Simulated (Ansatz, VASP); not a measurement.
Two plane-wave programs on ZrBr5

```
Zr Br
1.0
     9.00451    0.00000    0.00000
    -4.50226    7.79814    0.00000
     0.00000    0.00000    3.30125
Zr Br
1 5
Direct
  0.00000 0.00000 0.50000
  0.00000 0.76978 0.00000
  0.76978 0.00000 0.00000
  0.23022 0.23022 0.00000
  0.66667 0.33333 0.50000
  0.33333 0.66667 0.50000
```

Change from the starting cell: species swapped into the LiMg5 type (P-62m, No. 189).

Alike in both runs: functional PBE; k mesh 3 × 3 × 6; occupations gaussian, width 0.1 eV; no spin polarisation.

Ansatz relaxed the structure, and its values are those at the end. VASP's run is a single point on that final structure, the one shown.

|  | VASP | Ansatz |
| --- | --- | --- |
| version | VASP 6.6.1 | Ansatz 0.2.0 |
| potentials or method | VASP PAW PBE potentials, release 64 (Zr_sv, Br), cutoff 520 eV | scalar-relativistic, plane waves, PAW |
| valence electrons in the cell | 47 | 47 |

|  | VASP | Ansatz | Ansatz less VASP |
| --- | --- | --- | --- |
| gap on the k mesh at the Fermi level (eV) | none | none | - |
| pressure (GPa) | 0.0 | 0.0 | -0.02 |
| rms of the force components (eV/Å) | 0.009 | 0.005 | -0.0038 |

A gap of «none» marks a metal or a gap that the smearing closes. With one functional, cell and mesh, what is left measures potentials, basis and numerics.
